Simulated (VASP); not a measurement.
Cu: single point with LDA

Crystal: Cu.

```
Cu
1.0
     0.00000    1.75940    1.75940
     1.75940    0.00000    1.75940
     1.75940    1.75940    0.00000
Cu
1
Cartesian
  0.0000 0.0000 0.0000
```

* Program: VASP 6.6.1
* Task: single point
* Functional: LDA
* Potentials or basis: VASP PAW LDA potentials, release 64 (Cu_sv_GW)
* Cutoff: 700 eV
* k mesh: 20 × 20 × 20
* Occupations: fermi-dirac, width 0.15 eV
* Spin: no spin polarisation

The pressure is -4.4 GPa and the band gap on the k mesh is zero (an odd number of electrons rules out a gap without spin polarisation).

Levels at points of the mesh, in eV from the Fermi level:
```
           k point  band 6  band 7  band 8  band 9  band 10  band 11  band 12  band 13  band 14  band 15
(0.00, 0.00, 0.00)   -3.34   -3.34   -3.34   -2.38    -2.38    23.32    26.41    26.41    26.41    28.93
(0.50, 0.00, 0.00)   -3.37   -3.37   -1.72   -1.72    -1.29     4.12    21.78    23.15    23.15    26.18
(0.50, 0.50, 0.00)   -4.94   -1.74   -1.56   -1.56     1.36     7.67    13.58    13.58    18.46    21.56
```

It took 93 s on 1 thread of AMD EPYC 7R43 64-Core Processor (Zen 3), with other jobs on the host, peak memory 0.17 GiB.

Caveat: the cell stands under tension.
